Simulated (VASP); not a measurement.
# Ir (Fm-3m) in VASP: notebook

Runs on Ir. Level: PBEsol. Tasks: density of states.

Program: VASP 6.6.1. These are calculated values, not measurements. Logs are shortened: lines on timing, memory, paths and dates and some standing lists are left out, and cuts for length are marked.

## Step 1: The cell of the first run

The structure is cubic, space group Fm-3m (No. 225). Conventional cell: a = 3.832 Å, b = 3.832 Å, c = 3.832 Å, α = 90.00°, β = 90.00°, γ = 90.00°. Ir (site symmetry m-3m) has 12 Ir at 2.71 Å within 3.6 Å.

## Step 2: Density of states, PBEsol

File POSCAR:

```
Ir
1.0
    0.0000000000      1.9158328124      1.9158328124
    1.9158328124      0.0000000000      1.9158328124
    1.9158328124      1.9158328124      0.0000000000
Ir
1
Direct
    0.0000000000      0.0000000000      0.0000000000
```

File INCAR.step1:

```
SYSTEM = Ir
  PREC = Accurate
  ENCUT = 520
  EDIFF = 1E-7
  ISMEAR = -1
  SIGMA = 0.1
  LREAL = .False.
  LASPH = .True.
  NELM = 60
  ALGO = Normal
  ISIF = 2
  LWAVE = .False.
  LCHARG = .True.
  LMAXMIX = 4
  GGA = PS
  NBANDS = 10
```

File KPOINTS.step1:

```
Automatic mesh
0
Gamma
  19 19 19
  0 0 0
```

File INCAR.step2:

```
SYSTEM = Ir
  PREC = Accurate
  ENCUT = 520
  EDIFF = 1E-7
  ISMEAR = -5
  SIGMA = 0.1
  LREAL = .False.
  LASPH = .True.
  NELM = 60
  ALGO = Normal
  ISIF = 2
  LWAVE = .False.
  LCHARG = .False.
  LMAXMIX = 4
  GGA = PS
  LORBIT = 11
  NBANDS = 10
  NEDOS = 2001
  ICHARG = 11
```

File KPOINTS.step2:

```
Automatic mesh
0
Gamma
  29 29 29
  0 0 0
```

Potentials or basis: VASP PAW PBE potentials, release 64 (Ir).

Launch:

```
$ cat potpaw_PBE.64/Ir/POTCAR > POTCAR
$ cp INCAR.step1 INCAR
$ cp KPOINTS.step1 KPOINTS
$ mpirun -np 1 vasp_std > vasp.out
$ cp INCAR.step2 INCAR
$ cp KPOINTS.step2 KPOINTS
$ mpirun -np 1 vasp_std > vasp.out
```

OUTCAR:

```text
SYSTEM = Ir
   PREC = Accurate
   ENCUT = 520
   EDIFF = 1E-7
   ISMEAR = -5
   LREAL = .False.
   LASPH = .True.
   NELM = 60
   ISIF = 2
   GGA = PS
   LORBIT = 11
   ICHARG = 11

 ion  position               nearest neighbor table
   1  0.000  0.000  0.000-

  LATTYP: Found a face centered cubic cell.
 ALAT       =     3.8316656248

  Lattice vectors:

 A1 = (   0.0000000000,   1.9158328124,   1.9158328124)
 A2 = (   1.9158328124,   0.0000000000,   1.9158328124)
 A3 = (   1.9158328124,   1.9158328124,   0.0000000000)

Analysis of symmetry for initial positions (statically):
=====================================================================
 Subroutine PRICEL returns:
 Original cell was already a primitive cell.

 Routine SETGRP: Setting up the symmetry group for a
 face centered cubic supercell.

 Subroutine GETGRP returns: Found 48 space group operations
[... 9 lines left out ...]

 Routine SETGRP: Setting up the symmetry group for a
 face centered cubic supercell.

 Subroutine GETGRP returns: Found 48 space group operations
[... 11 lines left out ...]
                                     Primitive cell

  volume of cell :      14.0638

  direct lattice vectors                    reciprocal lattice vectors
     0.000000000  1.915832812  1.915832812    -0.260983107  0.260983107  0.260983107
     1.915832812  0.000000000  1.915832812     0.260983107 -0.260983107  0.260983107
     1.915832812  1.915832812  0.000000000     0.260983107  0.260983107 -0.260983107

  length of vectors
     2.709396747  2.709396747  2.709396747     0.452036001  0.452036001  0.452036001

  position of ions in fractional coordinates (direct lattice)
     0.000000000  0.000000000  0.000000000

  ion indices of the primitive-cell ions
   primitive index   ion index
                 1           1

----------------------------------------------------------------------------------------

 KPOINTS: Automatic mesh

Automatic generation of k-mesh.
 Grid dimensions read from file:
 generate k-points for:   29   29   29

 Generating k-lattice:

  Cartesian coordinates                     Fractional coordinates (reciprocal lattice)
    -0.008999417  0.008999417  0.008999417     0.034482759  0.000000000  0.000000000
     0.008999417 -0.008999417  0.008999417     0.000000000  0.034482759  0.000000000
     0.008999417  0.008999417 -0.008999417     0.000000000  0.000000000  0.034482759

  Length of vectors
     0.015587448  0.015587448  0.015587448

  Shift w.r.t. Gamma in fractional coordinates (k-lattice)
     0.000000000  0.000000000  0.000000000

 TETIRR: Found   3270 inequivalent tetrahedra from   146334

 Subroutine IBZKPT returns following result:
 ===========================================

 Found    680 irreducible k-points:

 Following reciprocal coordinates:
            Coordinates               Weight
  0.000000  0.000000  0.000000      1.000000
  0.034483  0.000000  0.000000      8.000000
  0.068966  0.000000  0.000000      8.000000
  0.103448  0.000000  0.000000      8.000000
  0.137931  0.000000  0.000000      8.000000
  0.172414  0.000000  0.000000      8.000000
[... 16 lines left out ...]
  0.275862  0.034483  0.000000     24.000000
  0.310345  0.034483  0.000000     24.000000
 [... further k-points ...]
   k-points           NKPTS =    680   k-points in BZ     NKDIM =    680   number of bands    NBANDS=     10
   number of dos      NEDOS =   2001   number of ions     NIONS =      1
   total plane-waves  NPLWV =   8000
   dimension x,y,z NGX =    20 NGY =   20 NGZ =   20
   dimension x,y,z NGXF=    40 NGYF=   40 NGZF=   40
   ions per type =               1
   NGX,Y,Z   is equivalent  to a cutoff of  12.27, 12.27, 12.27 a.u.
   NGXF,Y,Z  is equivalent  to a cutoff of  24.54, 24.54, 24.54 a.u.
 SYSTEM =  Ir
   PREC   = accura    normal or accurate (medium, high low for compatibility)
   ISTART =      0    job   : 0-new  1-cont  2-samecut
   ICHARG =     11    charge: 1-file 2-atom 10-const
   ISPIN  =      1    spin polarized calculation?
   LNONCOLLINEAR =      F non collinear calculations
   LSORBIT =      F    spin-orbit coupling
   LASPH  =      T    aspherical Exc in radial PAW
   ENCUT  =  520.0 eV  38.22 Ry    6.18 a.u.   5.04  5.04  5.04*2*pi/ulx,y,z
   NELM   =     60;   NELMIN=  2; NELMDL=  0     # of ELM steps
   EDIFF  = 0.1E-06   stopping-criterion for ELM
   LREAL  =      F    real-space projection
   EDIFFG = 0.1E-05   stopping-criterion for IOM
   NSW    =      0    number of steps for IOM
   IBRION =     -1    ionic relax: 0-MD 1-quasi-New 2-CG
   NFREE  =      0    steps in history (QN), initial steepest desc. (CG)
   ISIF   =      2    stress and relaxation
   ISYM   =      2    0-nonsym 1-usesym 2-fastsym
   POTIM  = 0.5000    time-step for ionic-motion
   TEBEG  =    0.0;   TEEND  =   0.0 temperature during run
   PSTRESS=    0.0 pullay stress
   NELECT =       9.0000    total number of electrons
   NUPDOWN=      -1.0000    fix difference up-down
   EMIN   =  10.00;   EMAX   =-10.00  energy-range for DOS
   EFERMI =   0.00;   METHOD = LEGACY
   ISMEAR =    -5;   SIGMA  =   0.10  broadening in eV -4-tet -1-fermi 0-gaus
   EFERMI_NEDOS =   21; number of points for ismear=-14 and -15
   IALGO  =     38    algorithm
   IMIX   =      4    mixing-type and parameters
     AMIX     =   0.40;   BMIX     =  1.00
     AMIX_MAG =   1.60;   BMIX_MAG =  1.00
  volume/ion in A,a.u.               =      14.06        94.91
  Fermi-wavevector in a.u.,A,eV,Ry     =   1.410765  2.665960 27.079109  1.990258
  Thomas-Fermi vector in A             =   2.532685
   LORBIT       =     11    0 simple, 1 ext, 2 COOP (PROOUT), +10 PAW based schemes
   GGA     = PS    functional components
   LHFCALC =     F    Hartree Fock is set to
   AEXX    =    0.0000 exact exchange contribution
   IVDW    =     0    specifies the selected vdW correction
   LEPSILON=     F    determine dielectric tensor
   LRPA    =     F    only Hartree local field effects (RPA)
 non-spin polarized calculation
 Fermi weights with tetrahedron method with Bloechl corrections
  energy-cutoff  :      520.00
  volume of cell :       14.06
 maximum number of plane-waves:       388

 number of electron       9.0000000 magnetization

 Free energy of the ion-electron system (eV)
  ---------------------------------------------------
  ext. energy  EPLUGINS =         0.00000000
  ---------------------------------------------------
  free energy    TOTEN  =        -9.81963831 eV

  energy without entropy =       -9.81963831  energy(sigma->0) =       -9.81963831

 E-fermi :  10.3395     XC(G=0): -14.1360

 val. band max:       10.4124374245   @ k =   0.4483   0.4138   0.0000
 cond. band min:      10.3226774652   @ k =  -0.3103   0.3448   0.0345
 fundamental gap:     -0.0897599592
 Fermi energy:        10.3395069877

 k-point     1 :       0.0000    0.0000    0.0000
  band No.  band energies     occupation
      1      -0.9058      2.00000
      2       6.4124      2.00000
      3       6.4124      2.00000
      4       6.4124      2.00000
      5       9.1538      2.00000
      6       9.1538      2.00000
      7      24.6559      0.00000
      8      30.2647      0.00000
      9      30.2647      0.00000
     10      30.2647      0.00000

 k-point     2 :       0.0345    0.0000    0.0000
  band No.  band energies     occupation
      1      -0.8522      2.00000
      2       6.3827      2.00000
      3       6.4362      2.00000
      4       6.4362      2.00000
      5       9.1377      2.00000
      6       9.1377      2.00000
      7      24.7501      0.00000
      8      29.9441      0.00000
      9      30.3533      0.00000
     10      30.3533      0.00000

 k-point     3 :       0.0690    0.0000    0.0000
  band No.  band energies     occupation
      1      -0.6932      2.00000
      2       6.2988      2.00000
      3       6.5045      2.00000
      4       6.5045      2.00000
      5       9.0944      2.00000
      6       9.0944      2.00000
      7      25.0240      0.00000
      8      29.1851      0.00000
      9      30.6159      0.00000
     10      30.6159      0.00000

 k-point     4 :       0.1034    0.0000    0.0000
  band No.  band energies     occupation
      1      -0.4354      2.00000
      2       6.1750      2.00000
      3       6.6068      2.00000
      4       6.6068      2.00000
      5       9.0383      2.00000
      6       9.0383      2.00000
      7      25.4500      0.00000
      8      28.2594      0.00000
      9      31.0431      0.00000
     10      31.0431      0.00000

 k-point     5 :       0.1379    0.0000    0.0000
  band No.  band energies     occupation
      1      -0.0906      2.00000
      2       6.0341      2.00000
      3       6.7237      2.00000
      4       6.7237      2.00000
      5       8.9944      2.00000
      6       8.9944      2.00000
      7      25.9688      0.00000
      8      27.3065      0.00000
      9      31.6193      0.00000
     10      31.6193      0.00000

 k-point     6 :       0.1724    0.0000    0.0000
  band No.  band energies     occupation
      1       0.3217      2.00000
      2       5.9066      2.00000
      3       6.8263      2.00000
      4       6.8263      2.00000
      5       8.9972      2.00000
      6       8.9972      2.00000
      7      26.1700      0.00000
      8      26.7001      0.00000
      9      32.3224      0.00000
     10      32.3224      0.00000
[... 183 lines left out ...]
 k-point    21 :       0.2069    0.0345    0.0000
  band No.  band energies     occupation
      1       0.6646      2.00000
      2       5.7949      2.00000
      3       6.8904      2.00000
      4       6.9117      2.00000
      5       8.8222      2.00000
      6       9.2617      2.00000
      7      25.6744      0.00000
      8      27.0027      0.00000
      9      32.3312      0.00000
     10      33.1008      0.00000

 k-point    22 :       0.2414    0.0345    0.0000
  band No.  band energies     occupation
      1       1.1163      2.00000
      2       5.7780      2.00000
      3       6.8905      2.00000
      4       6.9265      2.00000
      5       8.9775      2.00000
      6       9.4319      2.00000
      7      24.7376      0.00000
      8      27.2477      0.00000
      9      32.9632      0.00000
     10      33.8134      0.00000

 k-point    23 :       0.2759    0.0345    0.0000
  band No.  band energies     occupation
      1       1.5271      2.00000
      2       5.8960      2.00000
      3       6.8245      2.00000
      4       6.8831      2.00000
      5       9.2468      2.00000
      6       9.6864      2.00000
      7      23.7688      0.00000
      8      27.0902      0.00000
      9      33.3284      0.00000
     10      34.1070      0.00000

 k-point    24 :       0.3103    0.0345    0.0000
  band No.  band energies     occupation
      1       1.8461      2.00000
      2       6.1948      2.00000
      3       6.7184      2.00000
      4       6.7979      2.00000
      5       9.6003      2.00000
      6      10.0014      2.23483
      7      22.7478      0.00000
      8      26.5712      0.00000
      9      33.0305      0.00000
     10      34.0739      0.00000

 [... further k-points ...]
[... 5 lines left out ...]
  --------------------------------------------------------------------------------------
  -------------------------------------------------------------------------------------
  Total        0.0052141      0.0052141      0.0052141     -0.0000000      0.0000000      0.0000000
  in kB        0.5939969      0.5939969      0.5939969     -0.0000000      0.0000000      0.0000000
  external PRESSURE =       0.5939969 kB  Pullay stress =       0.0000000 kB

 VOLUME and BASIS-vectors are now :
 -----------------------------------------------------------------------------
  energy-cutoff  :      520.00
  volume of cell :       14.06
      direct lattice vectors                 reciprocal lattice vectors
     0.000000000  1.915832812  1.915832812    -0.260983107  0.260983107  0.260983107
     1.915832812  0.000000000  1.915832812     0.260983107 -0.260983107  0.260983107
     1.915832812  1.915832812  0.000000000     0.260983107  0.260983107 -0.260983107

 POSITION                                       TOTAL-FORCE (eV/Angst)
 -----------------------------------------------------------------------------------
      0.00000      0.00000      0.00000         0.000000      0.000000     -0.000000
 -----------------------------------------------------------------------------------
    total drift:                                0.000000      0.000000      0.000000

  FREE ENERGIE OF THE ION-ELECTRON SYSTEM (eV)
  ---------------------------------------------------
  free  energy   TOTEN  =        -9.8196383105 eV

  energy  without entropy=       -9.8196383105  energy(sigma->0) =       -9.81963831

 total charge

# of ion       s       p       d       tot
------------------------------------------
    1        0.675   0.750   6.982   8.406
```

Wall time 27 s (1 thread of Intel Xeon 6975P-C (Granite Rapids), shared host); peak memory 0.21 GiB.

What came out:

```
Valence electrons inside the program's atomic spheres : Ir 8.41
```

Caveat: the PAW data sets were made with another functional, which shifts forces and pressure a little; spin-orbit coupling is left out, which moves the levels of the heavy elements; tetrahedron occupations give inexact forces and stress in metals.

## Step 3: Density of states, PBEsol

POSCAR is that of step 2.

File INCAR.step1:

```
SYSTEM = Ir
  PREC = Accurate
  ENCUT = 420
  EDIFF = 1E-6
  ISMEAR = -1
  SIGMA = 0.1
  LREAL = .False.
  LASPH = .True.
  NELM = 120
  ALGO = Normal
  ISIF = 2
  LWAVE = .False.
  LCHARG = .True.
  LMAXMIX = 4
  GGA = PS
  NBANDS = 14
  GGA_COMPAT = .False.
  NEDOS = 2001
  LORBIT = 11
```

KPOINTS.step1 is that of step 2.

File INCAR.step2:

```
SYSTEM = Ir
  PREC = Accurate
  ENCUT = 420
  EDIFF = 1E-6
  ISMEAR = -5
  SIGMA = 0.1
  LREAL = .False.
  LASPH = .True.
  NELM = 120
  ALGO = Normal
  ISIF = 2
  LWAVE = .False.
  LCHARG = .False.
  LMAXMIX = 4
  GGA = PS
  LORBIT = 11
  NBANDS = 14
  NEDOS = 2001
  ICHARG = 11
  GGA_COMPAT = .False.
```

KPOINTS.step2 is that of step 2.

Potentials or basis: VASP PAW PBE potentials, release 64 (Ir_sv_GW).

Launch:

```
$ cat potpaw_PBE.64/Ir_sv_GW/POTCAR > POTCAR
$ cp INCAR.step1 INCAR
$ cp KPOINTS.step1 KPOINTS
$ mpirun -np 1 vasp_std > vasp.out
$ cp INCAR.step2 INCAR
$ cp KPOINTS.step2 KPOINTS
$ mpirun -np 1 vasp_std > vasp.out
```

Wall time 64 s (1 thread of Intel Xeon Platinum 8375C at 2.90GHz (Ice Lake), shared host); peak memory 0.22 GiB.

It converged, with:

```yaml
Valence_electrons_inside_the_program's_atomic_spheres: Ir 16.67
```

Levels at points of the mesh, in eV from the Fermi level:
```
           k point  band 5  band 6  band 7  band 8  band 9  band 10  band 11  band 12
(0.00, 0.00, 0.00)  -11.22   -3.92   -3.92   -3.92   -1.18    -1.18    13.58    19.12
```

Caveat: the PAW data sets were made with another functional, which shifts forces and pressure a little; spin-orbit coupling is left out, which moves the levels of the heavy elements; tetrahedron occupations give inexact forces and stress in metals.
